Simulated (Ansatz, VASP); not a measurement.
# One calculation of Mg, two programs

```xyz
3
Lattice="5.1504 0.0000 0.0000 -2.5752 4.4604 0.0000 0.0000 0.0000 3.1241" Properties=species:S:1:pos:R:3 pbc="T T T"
Mg    2.5752    4.4604    0.0000
Mg    0.0000    2.9736    1.5620
Mg    2.5752    1.4868    1.5620
```

Alike in both runs: functional revPBE; k mesh 7 × 7 × 10; occupations fermi-dirac, width 0.1 eV; no spin polarisation.

Ansatz relaxed the structure, and its values are those at the end. VASP's run is a single point on that final structure, the one shown.

```csv
,VASP,Ansatz
version,VASP 6.6.1,Ansatz 0.2.0
potentials or method,"VASP PAW PBE potentials, release 64 (Mg), cutoff 600 eV","plane waves (420 eV) with PAW, scalar-relativistic"
valence electrons in the cell,6,30
```

Ansatz gave:

| Item | Value |
| --- | --- |
| pressure (GPa) | 0.0 |

Q: What did VASP give for the same quantities?

A: Pressure (GPa): -0.2.

VASP's potentials were made for PBE, not for revPBE. With one functional, cell and mesh, what is left measures potentials, basis and numerics. VASP's potentials hold 6 valence electrons a cell and Ansatz's 30, so a difference there can come from the potentials and not from the codes.
